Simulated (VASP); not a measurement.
# P (Im-3m) in VASP: a series of runs

P is run at these levels: BLYP; tasks: single point.

All numbers are computed with VASP 6.6.1; they aren't measurements. Logs are shortened: lines on timing, memory, paths and dates and some standing lists are left out, and cuts for length are marked.

### 1 The cell of the first run

It takes space group Im-3m (No. 229, cubic). Conventional cell: a = 3.276 Å, b = 3.276 Å, c = 3.276 Å, α = 90.00°, β = 90.00°, γ = 90.00°. P (site symmetry m-3m) has 14 P at 2.84 to 3.28 Å within 3.7 Å.

### 2 Single point, BLYP (volume scaled by 1.08)

Contents of INCAR:

```
SYSTEM = P
PREC     = Accurate       ! precision mode
ENCUT    = 520            ! plane-wave cutoff, eV
EDIFF    = 1E-6           ! SCF threshold, eV
ISMEAR   = -1             ! smearing method
SIGMA    = 0.1            ! smearing width, eV
LREAL    = .FALSE.        ! projectors in reciprocal space
LASPH    = .TRUE.         ! aspherical terms in the spheres
NELM     = 80             ! most SCF steps
ALGO     = Normal         ! electronic algorithm
ISIF     = 2              ! what is computed and relaxed
LWAVE    = .FALSE.        ! write WAVECAR
LCHARG   = .FALSE.        ! write CHGCAR
GGA      = B5             ! functional
ALDAX    = 1.0          
AGGAX    = 1.0          
AGGAC    = 1.0          
ALDAC    = 0.0          
NBANDS   = 8              ! bands
```

Contents of KPOINTS:

```
regular mesh
0
G
  16 16 16
  0 0 0
```

Contents of POSCAR:

```
P
1.0
   -1.6379675660      1.6379675660      1.6379675660
    1.6379675660     -1.6379675660      1.6379675660
    1.6379675660      1.6379675660     -1.6379675660
P
1
Direct
    0.0000000000      0.0000000000      0.0000000000
```

Potentials or basis: VASP PAW PBE potentials, release 64 (P).

Started as:

```console
cat potpaw_PBE.64/P/POTCAR > POTCAR
mpirun -np 1 vasp_std > vasp.out
```

OUTCAR:

```text
SYSTEM = P
   PREC = Accurate
   ENCUT = 520
   EDIFF = 1E-6
   ISMEAR = -1
   LREAL = .FALSE.
   LASPH = .TRUE.
   NELM = 80
   ISIF = 2
   GGA = B5

 ion  position               nearest neighbor table
   1  0.000  0.000  0.000-

  LATTYP: Found a body centered cubic cell.
 ALAT       =     3.2759351320

  Lattice vectors:

 A1 = (  -1.6379675660,   1.6379675660,   1.6379675660)
 A2 = (   1.6379675660,  -1.6379675660,   1.6379675660)
 A3 = (   1.6379675660,   1.6379675660,  -1.6379675660)

Analysis of symmetry for initial positions (statically):
=====================================================================
 Subroutine PRICEL returns:
 Original cell was already a primitive cell.

 Routine SETGRP: Setting up the symmetry group for a
 body centered cubic supercell.

 Subroutine GETGRP returns: Found 48 space group operations
 (whereof 48 operations were pure point group operations)
 out of a pool of 48 trial point group operations.

The static configuration has the point symmetry O_h .

Analysis of symmetry for dynamics (positions and initial velocities):
=====================================================================
 Subroutine PRICEL returns:
 Original cell was already a primitive cell.

 Routine SETGRP: Setting up the symmetry group for a
 body centered cubic supercell.

 Subroutine GETGRP returns: Found 48 space group operations
 (whereof 48 operations were pure point group operations)
 out of a pool of 48 trial point group operations.

The dynamic configuration has the point symmetry O_h .

 Subroutine INISYM returns: Found 48 space group operations
 (whereof 48 operations are pure point group operations),
 and found     1 'primitive' translations

----------------------------------------------------------------------------------------

                                     Primitive cell

  volume of cell :      17.5783

  direct lattice vectors                    reciprocal lattice vectors
    -1.637967566  1.637967566  1.637967566     0.000000000  0.305256350  0.305256350
     1.637967566 -1.637967566  1.637967566     0.305256350  0.000000000  0.305256350
     1.637967566  1.637967566 -1.637967566     0.305256350  0.305256350  0.000000000

  length of vectors
     2.837043045  2.837043045  2.837043045     0.431697670  0.431697670  0.431697670

  position of ions in fractional coordinates (direct lattice)
     0.000000000  0.000000000  0.000000000

  ion indices of the primitive-cell ions
   primitive index   ion index
                 1           1

----------------------------------------------------------------------------------------

 KPOINTS: regular mesh

Automatic generation of k-mesh.
 Grid dimensions read from file:
 generate k-points for:   16   16   16

 Generating k-lattice:

  Cartesian coordinates                     Fractional coordinates (reciprocal lattice)
     0.000000000  0.019078522  0.019078522     0.062500000  0.000000000  0.000000000
     0.019078522  0.000000000  0.019078522     0.000000000  0.062500000  0.000000000
     0.019078522  0.019078522  0.000000000     0.000000000  0.000000000  0.062500000

  Length of vectors
     0.026981104  0.026981104  0.026981104

  Shift w.r.t. Gamma in fractional coordinates (k-lattice)
     0.000000000  0.000000000  0.000000000

 Subroutine IBZKPT returns following result:
 ===========================================

 Found    145 irreducible k-points:

 Following reciprocal coordinates:
            Coordinates               Weight
  0.000000  0.000000  0.000000      1.000000
  0.062500  0.000000  0.000000     12.000000
  0.125000  0.000000  0.000000     12.000000
  0.187500  0.000000  0.000000     12.000000
  0.250000  0.000000  0.000000     12.000000
  0.312500  0.000000  0.000000     12.000000
[... 16 lines left out ...]
  0.187500  0.187500  0.000000     24.000000
  0.250000  0.187500  0.000000     48.000000
 [... further k-points ...]
   k-points           NKPTS =    145   k-points in BZ     NKDIM =    145   number of bands    NBANDS=      8
   number of dos      NEDOS =    301   number of ions     NIONS =      1
   total plane-waves  NPLWV =  13824
   dimension x,y,z NGX =    24 NGY =   24 NGZ =   24
   dimension x,y,z NGXF=    48 NGYF=   48 NGZF=   48
   ions per type =               1
   NGX,Y,Z   is equivalent  to a cutoff of  14.06, 14.06, 14.06 a.u.
   NGXF,Y,Z  is equivalent  to a cutoff of  28.13, 28.13, 28.13 a.u.
 SYSTEM =  P
   PREC   = accura    normal or accurate (medium, high low for compatibility)
   ISTART =      0    job   : 0-new  1-cont  2-samecut
   ICHARG =      2    charge: 1-file 2-atom 10-const
   ISPIN  =      1    spin polarized calculation?
   LNONCOLLINEAR =      F non collinear calculations
   LSORBIT =      F    spin-orbit coupling
   LASPH  =      T    aspherical Exc in radial PAW
   ENCUT  =  520.0 eV  38.22 Ry    6.18 a.u.   5.28  5.28  5.28*2*pi/ulx,y,z
   NELM   =     80;   NELMIN=  2; NELMDL= -5     # of ELM steps
   EDIFF  = 0.1E-05   stopping-criterion for ELM
   LREAL  =      F    real-space projection
   EDIFFG = 0.1E-04   stopping-criterion for IOM
   NSW    =      0    number of steps for IOM
   IBRION =     -1    ionic relax: 0-MD 1-quasi-New 2-CG
   NFREE  =      0    steps in history (QN), initial steepest desc. (CG)
   ISIF   =      2    stress and relaxation
   ISYM   =      2    0-nonsym 1-usesym 2-fastsym
   POTIM  = 0.5000    time-step for ionic-motion
   TEBEG  =    0.0;   TEEND  =   0.0 temperature during run
   PSTRESS=    0.0 pullay stress
   NELECT =       5.0000    total number of electrons
   NUPDOWN=      -1.0000    fix difference up-down
   EMIN   =  10.00;   EMAX   =-10.00  energy-range for DOS
   EFERMI =   0.00;   METHOD = LEGACY
   ISMEAR =    -1;   SIGMA  =   0.10  broadening in eV -4-tet -1-fermi 0-gaus
   EFERMI_NEDOS =   21; number of points for ismear=-14 and -15
   IALGO  =     38    algorithm
   IMIX   =      4    mixing-type and parameters
     AMIX     =   0.40;   BMIX     =  1.00
     AMIX_MAG =   1.60;   BMIX_MAG =  1.00
  volume/ion in A,a.u.               =      17.58       118.62
  Fermi-wavevector in a.u.,A,eV,Ry     =   1.076646  2.034566 15.771415  1.159166
  Thomas-Fermi vector in A             =   2.212536
   LORBIT       =      0    0 simple, 1 ext, 2 COOP (PROOUT), +10 PAW based schemes
   GGA     = B5    functional components
   LHFCALC =     F    Hartree Fock is set to
   AEXX    =    0.0000 exact exchange contribution
   IVDW    =     0    specifies the selected vdW correction
   LEPSILON=     F    determine dielectric tensor
   LRPA    =     F    only Hartree local field effects (RPA)
 non-spin polarized calculation
  energy-cutoff  :      520.00
  volume of cell :       17.58
 maximum number of plane-waves:       490
 NGX is ok and might be reduce to    24
   NGX = 11   NGY = 11   NGZ = 11

 number of electron       5.0000001 magnetization

 Free energy of the ion-electron system (eV)
  ---------------------------------------------------
  ext. energy  EPLUGINS =         0.00000000
  ---------------------------------------------------
  free energy    TOTEN  =        -3.65418476 eV

  energy without entropy =       -3.63332000  energy(sigma->0) =       -3.64375238

 E-fermi :   7.5244     XC(G=0):  -9.9467

 val. band max:        7.5163375959   @ k =   0.3125   0.1250   0.0625
 cond. band min:       7.5521705790   @ k =   0.5000   0.5000   0.1875
 fundamental gap:      0.0358329831
 Fermi energy:         7.5243541052

 k-point     1 :       0.0000    0.0000    0.0000
  band No.  band energies     occupation
      1      -6.7454      2.00000
      2      12.7609      0.00000
      3      12.7609      0.00000
      4      12.7609      0.00000
      5      19.1395      0.00000
      6      19.1395      0.00000
      7      19.1395      0.00000
      8      22.7376      0.00000

 k-point     2 :       0.0625    0.0000    0.0000
  band No.  band energies     occupation
      1      -6.6478      2.00000
      2      12.2225      0.00000
      3      12.5104      0.00000
      4      12.7202      0.00000
      5      18.8785      0.00000
      6      19.1604      0.00000
      7      19.5688      0.00000
      8      22.1644      0.00000

 k-point     3 :       0.1250    0.0000    0.0000
  band No.  band energies     occupation
      1      -6.3558      2.00000
      2      10.8680      0.00000
      3      11.9158      0.00000
      4      12.6030      0.00000
      5      18.2466      0.00000
      6      18.8233      0.00000
      7      20.6971      0.00000
      8      21.6707      0.00000

 k-point     4 :       0.1875    0.0000    0.0000
  band No.  band energies     occupation
      1      -5.8731      2.00000
      2       9.1082      0.00000
      3      11.2204      0.00000
      4      12.4251      0.00000
      5      17.4926      0.00000
      6      17.9830      0.00000
      7      21.8989      0.00000
      8      22.2721      0.00000

 k-point     5 :       0.2500    0.0000    0.0000
  band No.  band energies     occupation
      1      -5.2072      2.00000
      2       7.2096      1.91765
      3      10.5675      0.00000
      4      12.2136      0.00000
      5      16.7752      0.00000
      6      17.0908      0.00000
      7      22.4848      0.00000
      8      22.7338      0.00000
[... 177 lines left out ...]
 k-point    22 :       0.4375    0.1250    0.0000
  band No.  band energies     occupation
      1      -1.7066      2.00000
      2       1.7372      2.00000
      3       7.7860      0.13622
      4      10.7039      0.00000
      5      15.9658      0.00000
      6      17.7389      0.00000
      7      23.9215      0.00000
      8      24.0860      0.00000

 k-point    23 :       0.1875    0.1875    0.0000
  band No.  band energies     occupation
      1      -4.1876      2.00000
      2       6.0000      2.00000
      3       8.1455      0.00401
      4      11.0820      0.00000
      5      17.0069      0.00000
      6      18.5917      0.00000
      7      21.9942      0.00000
      8      23.0845      0.00000

 k-point    24 :       0.2500    0.1875    0.0000
  band No.  band energies     occupation
      1      -3.3066      2.00000
      2       4.6685      2.00000
      3       7.1828      1.93639
      4      10.7562      0.00000
      5      16.8516      0.00000
      6      18.7727      0.00000
      7      22.3342      0.00000
      8      23.8835      0.00000

 [... further k-points ...]

------------------------ aborting loop because EDIFF is reached ----------------------------------------

  FORCE on cell =-STRESS in cart. coord.  units (eV):
  Direction    XX          YY          ZZ          XY          YZ          ZX
  --------------------------------------------------------------------------------------
  -------------------------------------------------------------------------------------
  Total       -0.4829544     -0.4829544     -0.4829544     -0.0000000      0.0000000      0.0000000
  in kB      -44.0190652    -44.0190652    -44.0190652     -0.0000000      0.0000000      0.0000000
  external PRESSURE =     -44.0190652 kB  Pullay stress =       0.0000000 kB

 VOLUME and BASIS-vectors are now :
 -----------------------------------------------------------------------------
  energy-cutoff  :      520.00
  volume of cell :       17.58
      direct lattice vectors                 reciprocal lattice vectors
    -1.637967566  1.637967566  1.637967566     0.000000000  0.305256350  0.305256350
     1.637967566 -1.637967566  1.637967566     0.305256350  0.000000000  0.305256350
     1.637967566  1.637967566 -1.637967566     0.305256350  0.305256350  0.000000000

 POSITION                                       TOTAL-FORCE (eV/Angst)
 -----------------------------------------------------------------------------------
      0.00000      0.00000      0.00000        -0.000000      0.000000     -0.000000
 -----------------------------------------------------------------------------------
    total drift:                                0.000000     -0.000000     -0.000000

  FREE ENERGIE OF THE ION-ELECTRON SYSTEM (eV)
  ---------------------------------------------------
  free  energy   TOTEN  =        -3.6541847620 eV

  energy  without entropy=       -3.6333200031  energy(sigma->0) =       -3.64375238
```

Run time: 7.2 s. Hardware: 1 thread of Intel Xeon 6975P-C (Granite Rapids), shared host; peak memory 0.13 GiB.

What came out:

- Free energy: -3.6542 eV
- Pressure: -4.4 GPa

Levels at points of the mesh, in eV from the Fermi level:
```tsv
k point	band 1	band 2	band 3	band 4	band 5	band 6	band 7	band 8
(0.00, 0.00, 0.00)	-14.27	5.24	5.24	5.24	11.62	11.62	11.62	15.21
(0.50, 0.00, 0.00)	-9.46	-6.07	1.77	4.14	7.83	7.86	17.53	17.88
(0.50, 0.50, 0.50)	-5.66	-2.05	-2.05	-2.05	3.82	3.82	21.24	21.24
```

Caveat: the PAW data sets were made with another functional, which shifts forces and pressure a little.

### 3 Single point, BLYP (volume scaled by 1.12)

Contents of INCAR:

```
SYSTEM = P
PREC = Accurate
ENCUT = 520
EDIFF = 1E-6
ISMEAR = -1
SIGMA = 0.1
LREAL = .FALSE.
LASPH = .TRUE.
NELM = 100
ALGO = Normal
ISIF = 2
LWAVE = .FALSE.
LCHARG = .FALSE.
GGA = B5
ALDAX = 1.0
AGGAX = 1.0
AGGAC = 1.0
ALDAC = 0.0
NBANDS = 8
```

Contents of KPOINTS:

```
Automatic mesh
0
G
  16 16 16
  0 0 0
```

Contents of POSCAR:

```
P
1.0
   -1.6579447491      1.6579447491      1.6579447491
    1.6579447491     -1.6579447491      1.6579447491
    1.6579447491      1.6579447491     -1.6579447491
P
1
Direct
    0.0000000000      0.0000000000      0.0000000000
```

Potentials or basis: VASP PAW PBE potentials, release 64 (P).

Started as:

```console
cat potpaw_PBE.64/P/POTCAR > POTCAR
mpirun -np 1 vasp_std > vasp.out
```

Wall time 7.5 s (1 thread of Intel Xeon 6975P-C (Granite Rapids), shared host); peak memory 0.13 GiB.

It converged, with:

- Free energy: -3.6327 eV
- Pressure: -6.1 GPa

Levels at points of the mesh, in eV from the Fermi level:
| k point | band 1 | band 2 | band 3 | band 4 | band 5 |
| --- | --- | --- | --- | --- | --- |
| (0.00, 0.00, 0.00) | -13.96 | 4.97 | 4.97 | 4.97 | 11.53 |
| (0.50, 0.00, 0.00) | -9.39 | -5.83 | 1.68 | 3.96 | 7.76 |
| (0.50, 0.50, 0.50) | -5.85 | -1.98 | -1.98 | -1.98 | 3.96 |

Caveat: the PAW data sets were made with another functional, which shifts forces and pressure a little.
